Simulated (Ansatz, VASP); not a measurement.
One calculation of LiH, two programs

File INCAR:

```
SYSTEM = LiH
PREC = Accurate
ENCUT = 520
EDIFF = 1E-6
ISMEAR = 0
SIGMA = 0.05
LREAL = .FALSE.
LASPH = .TRUE.
NELM = 60
ALGO = Normal
ISIF = 2
LWAVE = .FALSE.
LCHARG = .FALSE.
GGA = PE
NBANDS = 9
```

Contents of KPOINTS:

```
regular mesh
0
G
  10 10 10
  0 0 0
```

The input POSCAR:

```
LiH
1.0
    0.0000000000      1.9512000000      2.1138000000
    1.9512000000      0.0000000000      2.1138000000
    1.9512000000      1.9512000000      0.0000000000
Li H
1 1
Direct
    0.0000000000      0.0000000000      0.0000000000
    0.5000000000      0.5000000000      0.5000000000
```

Input for Ansatz:

```yaml
crystal:
  lattice:
    - [0.0, 1.9512, 2.1138]
    - [1.9512, 0.0, 2.1138]
    - [1.9512, 1.9512, 0.0]
  atoms:
    - { symbol: Li, position: [0.0, 0.0, 0.0] }
    - { symbol: H, position: [0.5, 0.5, 0.5] }
basis:
  ecutwfc: 420
kpoints:
  mp_grid: { grid: [10, 10, 10] }
hamiltonian:
  xc: pbe
scf:
  occupations: { method: gaussian, width: 0.05 }
output:
  forces: true
  stress: true
  eigenvalues: true
```

Change from the starting cell: strain -0.040 along x and y, +0.040 along z, atoms carried along.

Alike in both runs: task single point; functional PBE; k mesh 10 × 10 × 10; occupations gaussian, width 0.05 eV; no spin polarisation.

|  | VASP | Ansatz |
| --- | --- | --- |
| version | VASP 6.6.1 | Ansatz 0.2.0 |
| potentials or method | VASP PAW PBE potentials, release 64 (Li_sv, H), cutoff 520 eV | scalar-relativistic, plane waves, PAW |
| valence electrons in the cell | 4 | 4 |

VASP gave:

| Item | Value |
| --- | --- |
| gap on the k mesh at the Fermi level (eV) | 2.11 |
| least direct gap on the mesh (eV) | 2.74 |

Question: Which values does Ansatz return?

Answer: gap on the k mesh at the Fermi level (eV): 2.11; least direct gap on the mesh (eV): 2.75.

Noted on VASP's run: the cutoff is short for stress, so the pressure is rough.
